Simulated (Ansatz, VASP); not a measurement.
One calculation of Si3C2, two programs

```xyz
5
Lattice="4.2355 0.0000 0.0000 0.0000 4.2355 0.0000 0.0000 0.0000 4.2355" Properties=species:S:1:pos:R:3 pbc="T T T"
Si    0.0000    2.1178    2.1178
Si    2.1178    0.0000    2.1178
Si    2.1178    2.1178    0.0000
C     2.1178    2.1178    2.1178
C     0.0000    0.0000    0.0000
```

Alike in both runs: task single point; functional PBE; k mesh 4 × 4 × 4; occupations gaussian, width 0.1 eV; no spin polarisation.

```csv
,VASP,Ansatz
version,VASP 6.6.1,Ansatz 0.2.0
potentials or method,"VASP PAW PBE potentials, release 64 (Si, C), cutoff 600 eV","scalar-relativistic, plane waves, PAW"
valence electrons in the cell,20,20
```

|  | VASP | Ansatz | Ansatz less VASP |
| --- | --- | --- | --- |
| gap on the k mesh at the Fermi level (eV) | none | none | - |
| pressure (GPa) | -12.4 | -12.4 | -0.01 |

A gap of «none» marks a metal or a gap that the smearing closes. The functional is the same, so the differences come from potentials, cutoffs and numerics.

The k mesh is coarse, so the values compare programs but aren't converged.
